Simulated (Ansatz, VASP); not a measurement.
## Pb: VASP beside Ansatz

```
Pb
1.0
     2.93061   -1.79886   -0.05944
     2.93061    1.79886   -0.05944
    -2.15950    0.00000    6.63147
Pb
2
Cartesian
  -0.0700 0.0000 1.7772
  3.7717 0.0000 4.7354
```

Alike in both runs: task single point; functional PBE; k mesh 14 × 14 × 8; occupations gaussian, width 0.1 eV; no spin polarisation.

|  | VASP | Ansatz |
| --- | --- | --- |
| version | VASP 6.6.1 | Ansatz 0.2.0 |
| potentials or method | VASP PAW PBE potentials, release 64 (Pb_d), cutoff 520 eV | scalar-relativistic, plane waves, PAW |
| valence electrons in the cell | 28 | 28 |

Ansatz gave:

```
gap on the k mesh at the Fermi level (eV)                     : none
pressure (GPa)                                                : -1.4
traceless stress, the component that is largest in VASP (GPa) : -1.56
rms of the force components (eV/Å)                            : 0.076
```

Question: Estimate VASP's values.

Answer: gap on the k mesh at the Fermi level (eV): none; pressure (GPa): -1.5; traceless stress, the component that is largest in VASP (GPa): -1.56; rms of the force components (eV/Å): 0.076.

Atom by atom the forces differ by 0.000 eV/Å (rms over components). A gap of «none» marks a metal or a gap that the smearing closes. The functional is the same, so the differences come from potentials, cutoffs and numerics.

Neither program's run includes spin-orbit coupling.
